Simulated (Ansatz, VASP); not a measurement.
HgH3: VASP beside Ansatz

```
CELL_PARAMETERS angstrom
0.00000 3.83797 3.83797
3.83797 0.00000 3.83797
3.83797 3.83797 0.00000
ATOMIC_POSITIONS crystal
Hg 0.25000 0.25000 0.25000
Hg 0.75000 0.75000 0.75000
H 0.19253 0.80747 0.80747
H 0.80747 0.19253 0.19253
H 0.80747 0.19253 0.80747
H 0.19253 0.80747 0.19253
H 0.80747 0.80747 0.19253
H 0.19253 0.19253 0.80747
```

Alike in both runs: task relaxation of cell and atoms; functional PBE; k mesh 4 × 4 × 4; occupations gaussian, width 0.1 eV; no spin polarisation.

|  | VASP | Ansatz |
| --- | --- | --- |
| version | VASP 6.6.1 | Ansatz 0.2.0 |
| potentials or method | VASP PAW PBE potentials, release 64 (Hg, H), cutoff 600 eV | scalar-relativistic, plane waves, PAW |
| valence electrons in the cell | 30 | 46 |

```csv
,VASP,Ansatz,Ansatz less VASP
"gap on the k mesh at the Fermi level, each at its own relaxed structure (eV)",none,none,-
relaxed volume (Å³/atom),10.13,10.12,-0.003
relaxed cell length with the largest relative difference (Å),4.857,4.856,-0.0005
```

A gap of «none» marks a metal or a gap that the smearing closes. VASP's potentials hold 30 valence electrons a cell and Ansatz's 46, so a difference there can come from the potentials and not from the codes.

Spin-orbit coupling is off throughout. Noted on VASP's run: the volume moved by over 15 % at a fixed basis, so the end points are rough.
